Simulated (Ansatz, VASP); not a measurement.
One calculation of Ta4C3, two programs

The input INCAR:

```
SYSTEM = Ta4C3
ALGO     = Normal         ! electronic algorithm
EDIFF    = 1E-7           ! SCF threshold, eV
ENCUT    = 520            ! plane-wave cutoff, eV
GGA      = PS             ! functional
ISIF     = 2              ! what is computed and relaxed
ISMEAR   = 0              ! smearing method
LASPH    = .True.         ! aspherical terms in the spheres
LCHARG   = .True.         ! write CHGCAR
LELF     = .True.         ! ELF
LREAL    = .False.        ! projectors in reciprocal space
LVHAR    = .True.       
LWAVE    = .False.        ! write WAVECAR
NBANDS   = 37             ! bands
NELM     = 100            ! most SCF steps
PREC     = Accurate       ! precision mode
SIGMA    = 0.15           ! smearing width, eV
```

File KPOINTS:

```
k-points
0
Gamma
  10 10 10
  0 0 0
```

POSCAR

```
Ta4C3
1.0
    4.4026021986      0.0000000000      0.0000000000
    0.0000000000      4.4026021986      0.0000000000
    0.0000000000      0.0000000000      4.4026021986
Ta C
4 3
Direct
    0.0000000000      0.5000000000      0.5000000000
    0.5000000000      0.0000000000      0.5000000000
    0.5000000000      0.5000000000      0.0000000000
    0.0000000000      0.0000000000      0.0000000000
    0.5000000000      0.0000000000     -0.0170353797
    0.0000000000      0.5000000000     -0.0170353797
    0.0000000000      0.0000000000      0.4829646203
```

Input for Ansatz:

```yaml
crystal:
  lattice:
    - [4.4026021986, 0.0, 0.0]
    - [0.0, 4.4026021986, 0.0]
    - [0.0, 0.0, 4.4026021986]
  atoms:
    - { symbol: Ta, position: [0.0, 0.5, 0.5] }
    - { symbol: Ta, position: [0.5, 0.0, 0.5] }
    - { symbol: Ta, position: [0.5, 0.5, 0.0] }
    - { symbol: Ta, position: [0.0, 0.0, 0.0] }
    - { symbol: C, position: [0.5, 0.0, -0.0170353797] }
    - { symbol: C, position: [0.0, 0.5, -0.0170353797] }
    - { symbol: C, position: [0.0, 0.0, 0.4829646203] }
basis:
  ecutwfc: 420
kpoints:
  mp_grid: { grid: [10, 10, 10] }
hamiltonian:
  xc: pbesol
scf:
  occupations: { method: gaussian, width: 0.15 }
output:
  forces: true
  stress: true
  eigenvalues: true
```

Change from the starting cell: all C atoms moved +0.075 Å, as atom 5 towards its neighbour atom 2 (Ta) at 2.201 Å.

Alike in both runs: task single point; functional PBEsol; k mesh 10 × 10 × 10; occupations gaussian, width 0.15 eV; no spin polarisation.

|  | VASP | Ansatz |
| --- | --- | --- |
| version | VASP 6.6.1 | Ansatz 0.2.0 |
| potentials or method | VASP PAW PBE potentials, release 64 (Ta_pv, C), cutoff 520 eV | scalar-relativistic, plane waves, PAW |
| valence electrons in the cell | 56 | 64 |

VASP gave:

| Property | Result |
| --- | --- |
| gap on the k mesh at the Fermi level (eV) | none |
| pressure (GPa) | 1.4 |
| traceless stress, the component that is largest in VASP (GPa) | 1.56 |
| rms of the force components (eV/Å) | 0.546 |

Q: What did Ansatz give for the same quantities?

A: gap on the k mesh at the Fermi level (eV): none; pressure (GPa): 0.7; traceless stress, the component that is largest in VASP (GPa): 1.55; rms of the force components (eV/Å): 0.543.

VASP's potentials were made for PBE, not for PBEsol. Atom by atom the forces differ by 0.003 eV/Å (rms over components). A gap of «none» marks a metal or a gap that the smearing closes. VASP's potentials hold 56 valence electrons a cell and Ansatz's 64, so a difference there can come from the potentials and not from the codes.

Neither program's run includes spin-orbit coupling.
